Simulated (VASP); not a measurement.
A run of VASP 6.6.1:

File INCAR:

```
SYSTEM = LiH
ALGO = Normal
EDIFF = 1E-8
ENCUT = 520
GGA = PE
ISIF = 2
ISMEAR = -1
LASPH = .TRUE.
LCHARG = .FALSE.
LEFG = .TRUE.
LREAL = .FALSE.
LWAVE = .FALSE.
NBANDS = 9
NELM = 80
PREC = Accurate
SIGMA = 0.03
```

The input KPOINTS:

```
k-points
0
G
  11 11 11
  0 0 0
```

File POSCAR:

```
LiH
1.0
    0.0000000000      2.0592464883      2.0592464883
    2.0592464883      0.0000000000      2.0592464883
    2.0592464883      2.0592464883      0.0000000000
Li H
1 1
Direct
    0.0000000000      0.0000000000      0.0000000000
    0.5000000000      0.5000000000      0.5000000000
```

Potentials or basis: VASP PAW PBE potentials, release 64 (Li_sv, H).

Run with:

```sh
$ cat potpaw_PBE.64/Li_sv/POTCAR potpaw_PBE.64/H/POTCAR > POTCAR
$ mpirun -np 1 vasp_std > vasp.out
```

Hardware: 1 thread of Intel(R) Xeon(R) Platinum 8375C CPU @ 2.90GHz (Ice Lake), on a shared host.

Q: Estimate the wall time of this run.

A: Wall time 7.3 s on 1 thread of Intel(R) Xeon(R) Platinum 8375C CPU @ 2.90GHz (Ice Lake), with other jobs on the host, peak memory 0.13 GiB. Counts: scf iterations 16, k points 56.
